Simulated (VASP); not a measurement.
# AlAs: single point with revPBE+D3(BJ)

Crystal: AlAs.

```xyz
2
Lattice="0.0000 2.8177 2.8177 2.8177 0.0000 2.8177 2.8177 2.8177 0.0000" Properties=species:S:1:pos:R:3 pbc="T T T"
Al    0.0000    0.0000    0.0000
As    1.4088    1.4088    1.4088
```

* Program: VASP 6.6.1
* Task: single point
* Functional: revPBE
* Dispersion: D3(BJ)
* Potentials or basis: VASP PAW PBE potentials, release 64 (Al, As)
* Cutoff: 500 eV
* k mesh: 6 × 6 × 6
* Occupations: gaussian, width 0.01 eV
* Spin: no spin polarisation
* Dipole correction: no
* Further INCAR settings: ALGO = Normal; EDIFF = 1e-06; NBANDS = 11

The pressure is 0.1 GPa and the band gap on the k mesh is 1.46 eV, indirect (least direct gap 2.27 eV). The dispersion energy per atom is -0.621 eV.

Levels at points of the mesh, in eV from the valence-band top:
```
           k point  band 1  band 2  band 3  band 4  band 5  band 6  band 7  band 8  band 9
(0.00, 0.00, 0.00)  -11.91    0.00    0.00    0.00    2.27    4.33    4.33    4.33    9.02
(0.50, 0.00, 0.00)  -10.46   -5.61   -0.83   -0.83    2.27    4.71    4.71    7.87   11.42
(0.50, 0.50, 0.00)   -9.90   -5.46   -2.20   -2.20    1.46    2.35   10.49   10.49   12.03
```

It took 5.7 s on 1 thread of Intel(R) Xeon(R) 6975P-C (Granite Rapids), with other jobs on the host, peak memory 0.17 GiB.

Caveat: the PAW data sets were made with another functional, which shifts forces and pressure a little. A k mesh can miss the band edges.
